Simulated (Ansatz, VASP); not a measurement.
**NbP in VASP and in Ansatz**

```
CELL_PARAMETERS angstrom
3.32500 0.00000 0.00000
0.00000 3.32500 0.00000
0.00000 0.00000 23.53500
ATOMIC_POSITIONS crystal
Nb 0.50000 0.00000 0.31867
Nb 0.50000 0.50000 0.43956
Nb 0.00000 0.50000 0.56044
Nb 0.00000 0.00000 0.68133
P 0.00000 0.50000 0.31867
P 0.00000 0.00000 0.43956
P 0.50000 0.00000 0.56044
P 0.50000 0.50000 0.68133
```

Alike in both runs: task single point; functional PBE; k mesh 8 × 8 × 1; occupations fermi-dirac, width 0.05 eV; no spin polarisation.

|  | VASP | Ansatz |
| --- | --- | --- |
| version | VASP 6.6.1 | Ansatz 0.2.0 |
| potentials or method | VASP PAW PBE potentials, release 64 (Nb_sv, P) | Ansatz PAW |
| plane-wave cutoff (eV) | 520 | 420 |
| valence electrons in the cell | 72 | 72 |

VASP gave:

```
gap on the k mesh at the Fermi level (eV)  : none
rms of the force components (eV/Å)         : 0.282
work function, face that differs most (eV) : 3.92
```

Problem. What did Ansatz give for the same quantities?

Solution. gap on the k mesh at the Fermi level (eV): none; rms of the force components (eV/Å): 0.279; work function, face that differs most (eV): 3.92.

A gap of «none» marks a metal or a gap that the smearing closes. With one functional, cell and mesh, what is left measures potentials, basis and numerics.
